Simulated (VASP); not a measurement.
Set up this calculation in VASP 6.6.1, as the native input.

* Task: single point
* Functional: PBEsol
* Potentials or basis: VASP PAW PBE potentials, release 64 (Ag, Rh_pv)
* Cutoff: 520 eV
* k mesh: 11 × 11 × 6
* Occupations: fermi-dirac, width 0.05 eV
* Spin: no spin polarisation
* Dipole correction: no
* Further INCAR settings: ALGO = Normal; EDIFF = 1e-06; NBANDS = 20

The structure of AgRh lies in POSCAR:

```
AgRh
1.0
    2.7959833597      0.0000000000      0.0000000000
   -1.3979916799      2.4213926181      0.0000000000
    0.0000000000      0.0000000000      4.8404479744
Ag Rh
1 1
Direct
    0.0000000000      0.0000000000      0.5000000000
    0.6666666667      0.3333333333      0.0000000000
```

The input as run:

INCAR

```
SYSTEM = AgRh
PREC = Accurate ; ENCUT = 520
EDIFF = 1E-6 ; ISMEAR = -1
SIGMA = 0.05 ; LREAL = .FALSE.
LASPH = .TRUE. ; NELM = 100
ALGO = Normal ; ISIF = 2
LWAVE = .FALSE. ; LCHARG = .FALSE.
GGA = PS ; NBANDS = 20
```

KPOINTS

```
regular mesh
0
G
  11 11 6
  0 0 0
```

Potentials or basis: VASP PAW PBE potentials, release 64 (Ag, Rh_pv).

Run with:

```bash
$ cat potpaw_PBE.64/Ag/POTCAR potpaw_PBE.64/Rh_pv/POTCAR > POTCAR
$ mpirun -np 1 vasp_std > vasp.out
```

It gave:

```yaml
Pressure: -13.2 GPa
Band_gap_on_the_k_mesh: zero (band 13 reaches 9.36 eV, above the bottom of band 14 at 8.10 eV)
```

Caveat: the PAW data sets were made with another functional, which shifts forces and pressure a little.

It took 27 s on 1 thread of AMD EPYC 7R13 Processor (Zen 3) (shared host), peak memory 0.15 GiB.
